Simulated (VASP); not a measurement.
Crystal: SbMo.

```xyz
2
Lattice="0.0000 3.0626 3.0626 3.0626 0.0000 3.0626 3.0626 3.0626 0.0000" Properties=species:S:1:pos:R:3 pbc="T T T"
Mo    0.0000    0.0000    0.0000
Sb    1.5313    1.5313    1.5313
```

Base run:

- Program: VASP 6.6.1
- Functional: PBE
- Potentials or basis: VASP PAW PBE potentials, release 64 (Mo_sv, Sb)
- Cutoff: 520 eV
- k mesh: 10 × 10 × 10
- Occupations: gaussian, width 0.05 eV
- Spin: no spin polarisation

Its results: pressure 0.0 GPa.

The run is repeated on the same cell with these changes: functional from PBE to r2SCAN. What comes out?

Pressure -1.2 GPa.

Caveats: the PAW data sets were made with another functional, which shifts forces and pressure a little (some runs).
